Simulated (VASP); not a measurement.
Li2S:

```
Li S
1.0
     0.00000    2.84529    2.84529
     2.84529    0.00000    2.84529
     2.84529    2.84529    0.00000
Li S
2 1
Cartesian
  1.4226 1.4226 1.4226
  4.2679 4.2679 4.2679
  0.0000 0.0000 0.0000
```

Base run:

| Quantity | Value |
| --- | --- |
| Program | VASP 6.6.1 |
| Functional | PBE |
| Potentials or basis | VASP PAW PBE potentials, release 64 (Li_sv, S) |
| Cutoff | 750 eV |
| k mesh | 6 × 6 × 6 |
| Occupations | gaussian, width 0.01 eV |
| Spin | no spin polarisation |

Its results: band gap on the k mesh 3.39 eV (least direct gap 4.29 eV); pressure 0.2 GPa.

Question: The run is repeated on the same cell with these changes: functional from PBE to r2SCAN; cutoff from 750 eV to 830 eV. What comes out?

Answer: Band gap on the k mesh 3.86 eV (least direct gap 5.05 eV); pressure -0.2 GPa.

Caveats: the PAW data sets were made with another functional, which shifts forces and pressure a little (at least some runs).

A k mesh can miss the band edges.
